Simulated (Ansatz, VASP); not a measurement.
# C in VASP and in Ansatz

The input INCAR:

```
SYSTEM = C
PREC = Accurate
ENCUT = 520
EDIFF = 1E-6
ISMEAR = -1
SIGMA = 0.1
LREAL = .FALSE.
LASPH = .TRUE.
NELM = 80
ALGO = Normal
ISIF = 2
LWAVE = .FALSE.
LCHARG = .FALSE.
GGA = RE
NBANDS = 8
```

File KPOINTS:

```
Automatic mesh
0
G
  20 20 20
  0 0 0
```

File POSCAR:

```
C
1.0
    0.0000000000      1.6091958925      1.6091958925
    1.6091958925      0.0000000000      1.6091958925
    1.6091958925      1.6091958925      0.0000000000
C
1
Direct
    0.0000000000      0.0000000000      0.0000000000
```

Input for Ansatz:

```yaml
crystal:
  lattice:
    - [0.0, 1.6091958925, 1.6091958925]
    - [1.6091958925, 0.0, 1.6091958925]
    - [1.6091958925, 1.6091958925, 0.0]
  atoms:
    - { symbol: C, position: [0.0, 0.0, 0.0] }
hamiltonian:
  xc: revpbe
  pseudopotentials:
    kind: paw
    azcp:
      C: "pseudopotentials/C.paw.azcp"
basis:
  ecutwfc: 420
  fft_grid_basis: typed
kpoints:
  mp_grid: { grid: [20, 20, 20], shift: [0, 0, 0] }
magnetization:
  spin_polarized: false
scf:
  occupations: { method: fermi_dirac, width: 0.1 }
  lower_state_search: "off"
output:
  stress: true
```

Alike in both runs: task single point; functional revPBE; k mesh 20 × 20 × 20; occupations fermi-dirac, width 0.1 eV; no spin polarisation.

|  | VASP | Ansatz |
| --- | --- | --- |
| version | VASP 6.6.1 | Ansatz 0.2.0 |
| potentials or method | VASP PAW PBE potentials, release 64 (C), cutoff 520 eV | plane waves (420 eV) with PAW, scalar-relativistic |
| valence electrons in the cell | 4 | 4 |

|  | VASP | Ansatz | Ansatz less VASP |
| --- | --- | --- | --- |
| pressure (GPa) | -13.3 | -13.2 | +0.05 |

VASP's potentials were made for PBE, not for revPBE. The functional is the same, so the differences come from potentials, cutoffs and numerics.
